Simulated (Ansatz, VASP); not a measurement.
Two plane-wave programs on Co

INCAR

```
SYSTEM = Co
ALGO = Normal
EDIFF = 1E-7
EDIFFG = -0.01
ENCUT = 600
IBRION = 2
ISIF = 3
ISMEAR = 0
ISPIN = 2
LASPH = .True.
LCHARG = .False.
LMAXMIX = 4
LORBIT = 11
LREAL = .False.
LWAVE = .False.
MAGMOM = 1.72 1.72
NELM = 150
NSW = 50
PREC = Accurate
SIGMA = 0.05
```

The input KPOINTS:

```
k-points
0
Gamma
  20 20 12
  0 0 0
```

File POSCAR:

```
Co
1.0
    2.4298230883      0.0000000000      0.0000000000
   -1.2149115442      2.1042885212      0.0000000000
    0.0000000000      0.0000000000      3.9159492670
Co
2
Direct
    0.3333333333      0.6666666667      0.7500000000
    0.6666666667      0.3333333333      0.2500000000
```

Input for Ansatz:

```yaml
crystal:
  lattice:
    - [2.4298230883, 0.0, 0.0]
    - [-1.2149115442, 2.1042885212, 0.0]
    - [0.0, 0.0, 3.915949267]
  atoms:
    - { symbol: Co, position: [0.3333333333, 0.6666666667, 0.75], spin: 1.72 }
    - { symbol: Co, position: [0.6666666667, 0.3333333333, 0.25], spin: 1.72 }
basis:
  ecutwfc: 600
  ecutrho_ratio: 5
kpoints:
  mp_grid: { grid: [20, 20, 12] }
hamiltonian:
  xc: lda
scf:
  occupations: { method: gaussian, width: 0.05 }
output:
  forces: true
  stress: true
  eigenvalues: true
  populations: true
magnetization:
  spin_polarized: true
relax:
  f_tol: 0.01
  max_steps: 30
  cell: { stress_tol: 0.1 }
```

Alike in both runs: task relaxation of cell and atoms; functional LDA; k mesh 20 × 20 × 12; occupations gaussian, width 0.05 eV; collinear spin.

|  | VASP | Ansatz |
| --- | --- | --- |
| version | VASP 6.6.1 | Ansatz 0.2.0 |
| potentials or method | VASP PAW LDA potentials, release 64 (Co), cutoff 600 eV | scalar-relativistic, plane waves, PAW |
| valence electrons in the cell | 18 | 34 |

VASP gave:

| Quantity | Value |
| --- | --- |
| net moment per atom (μB) | 1.49 |
| size of the moment on the site where the two differ most (μB) | 1.48 |
| relaxed volume (Å³/atom) | 9.96 |
| relaxed length of the cell vector where the two differ most in proportion (Å) | 3.910 |

Which values does Ansatz return?

net moment per atom (μB): 1.52; size of the moment on the site where the two differ most (μB): 1.57; relaxed volume (Å³/atom): 10.01; relaxed length of the cell vector where the two differ most in proportion (Å): 3.918.

LDA's correlation is that of Perdew and Zunger in VASP and of Perdew and Wang (1992) in Ansatz. Site moments also hang on the region over which each program counts them. VASP's potentials hold 18 valence electrons a cell and Ansatz's 34, so a difference there can come from the potentials and not from the codes.
